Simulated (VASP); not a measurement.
Write the native input for VASP 6.6.1 that does the following.

| Quantity | Value |
| --- | --- |
| Task | single point |
| Functional | PBE |
| Potentials or basis | VASP PAW PBE potentials, release 64 (Co) |
| Cutoff | 520 eV |
| k mesh | 13 × 13 × 7 |
| Occupations | fermi-dirac, width 0.1 eV |
| Spin | no spin polarisation |
| Dipole correction | no |
| Further INCAR settings | ALGO = Normal; EDIFF = 1e-06; NBANDS = 16 |

The structure of Co lies in POSCAR:

```
Co
1.0
    2.5270016500      0.0000000000      0.0000000000
   -1.2635008200      2.1884476200      0.0000000000
    0.0000000000      0.0000000000      4.1190000000
Co
2
Direct
    0.3333333300      0.6666666700      0.2500000000
    0.6666666700      0.3333333300      0.7500000000
```

The input as run:

INCAR

```
SYSTEM = Co
  PREC = Accurate
  ENCUT = 520
  EDIFF = 1E-6
  ISMEAR = -1
  SIGMA = 0.1
  LREAL = .FALSE.
  LASPH = .TRUE.
  NELM = 100
  ALGO = Normal
  ISIF = 2
  LWAVE = .FALSE.
  LCHARG = .FALSE.
  GGA = PE
  NBANDS = 16
```

KPOINTS

```
Automatic mesh
0
G
  13 13 7
  0 0 0
```

Potentials or basis: VASP PAW PBE potentials, release 64 (Co).

Launch:

```console
$ cat potpaw_PBE.64/Co/POTCAR > POTCAR
$ mpirun -np 1 vasp_std > vasp.out
```

It gave:

| Item | Value |
| --- | --- |
| Pressure | -19.0 GPa |
| Band gap on the k mesh | zero (band 9 reaches 9.75 eV, above the bottom of band 10 at 8.45 eV) |

Caveat: the run has no spin polarisation, though such a crystal can be magnetic.

Run time: 19 s on 1 thread of Intel(R) Xeon(R) Platinum 8488C (Sapphire Rapids) (shared host), peak memory 0.15 GiB.
